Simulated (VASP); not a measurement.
Cr: single point with PBEsol

The system is Cr.

```
Cr
1.0
     2.31571    0.00000    0.00000
     0.00000    2.31571    0.00000
     0.00000    0.00000    2.31571
Cr
1
Direct
  0.00000 0.00000 0.00000
```

```yaml
Program: VASP 6.6.1
Task: single point
Functional: PBEsol
Potentials_or_basis: VASP PAW PBE potentials, release 64 (Cr_pv)
Cutoff: 520 eV
k_mesh: 14 × 14 × 14
Occupations: fermi-dirac, width 0.136057 eV
Spin: no spin polarisation
Dipole_correction: no
Further_INCAR_settings: ALGO = Normal; EDIFF = 1e-07; NBANDS = 12
```

| Item | Value |
| --- | --- |
| Pressure | -2.0 GPa |
| Band gap on the k mesh | zero (band 6 reaches 11.03 eV, above the bottom of band 7 at 9.31 eV) |

Levels at points of the mesh, in eV from the Fermi level:
```
           k point  band 4  band 5  band 6  band 7  band 8  band 9
(0.00, 0.00, 0.00)   -7.49   -3.29   -3.29    2.56    2.56    2.56
(0.50, 0.00, 0.00)   -3.16   -2.50   -0.69    0.50    0.50    2.74
(0.50, 0.50, 0.00)   -4.76   -1.72    0.95    0.95    3.94    6.34
(0.50, 0.50, 0.50)   -3.08   -3.08   -3.08    4.05    4.05    7.54
```

It took 32 s on 1 thread of AMD EPYC 7R13, with other jobs on the host, peak memory 0.1 GiB.

Caveat: the PAW data sets were made with another functional, which shifts forces and pressure a little; the run has no spin polarisation, though such a crystal can be magnetic. Spin polarisation is off, so any magnetic state and its effect on volume and gap are missing.
